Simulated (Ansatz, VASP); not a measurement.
# Al2GaP3: VASP beside Ansatz

```
CELL_PARAMETERS angstrom
3.88352 0.00000 0.00000
-1.94176 3.36323 0.00000
0.00000 0.00000 19.17181
ATOMIC_POSITIONS crystal
Al 0.33333 0.66667 0.00006
Al 0.33333 0.66667 0.66652
Al 0.66667 0.33333 0.16652
Al 0.66667 0.33333 0.50006
Ga 0.33333 0.66667 0.33373
Ga 0.66667 0.33333 0.83373
P 0.33333 0.66667 0.12484
P 0.33333 0.66667 0.45857
P 0.33333 0.66667 0.79128
P 0.66667 0.33333 0.29128
P 0.66667 0.33333 0.62484
P 0.66667 0.33333 0.95857
```

Alike in both runs: functional PBE; k mesh 6 × 6 × 1; occupations gaussian, width 0.1 eV; no spin polarisation.

Ansatz relaxed the structure, and its values are those at the end. VASP's run is a single point on that final structure, the one shown.

|  | VASP | Ansatz |
| --- | --- | --- |
| version | VASP 6.6.1 | Ansatz 0.2.0 |
| potentials or method | VASP PAW PBE potentials, release 64 (Al, Ga_d, P), cutoff 520 eV | scalar-relativistic, plane waves, PAW |
| valence electrons in the cell | 68 | 68 |

|  | VASP | Ansatz | Ansatz less VASP |
| --- | --- | --- | --- |
| gap on the k mesh at the Fermi level (eV) | 1.51 | 1.51 | +0.002 |
| least direct gap on the mesh (eV) | 1.86 | 1.86 | +0.003 |
| pressure (GPa) | 0.0 | 0.1 | +0.06 |
| rms of the force components (eV/Å) | 0.004 | 0.004 | 0.0000 |
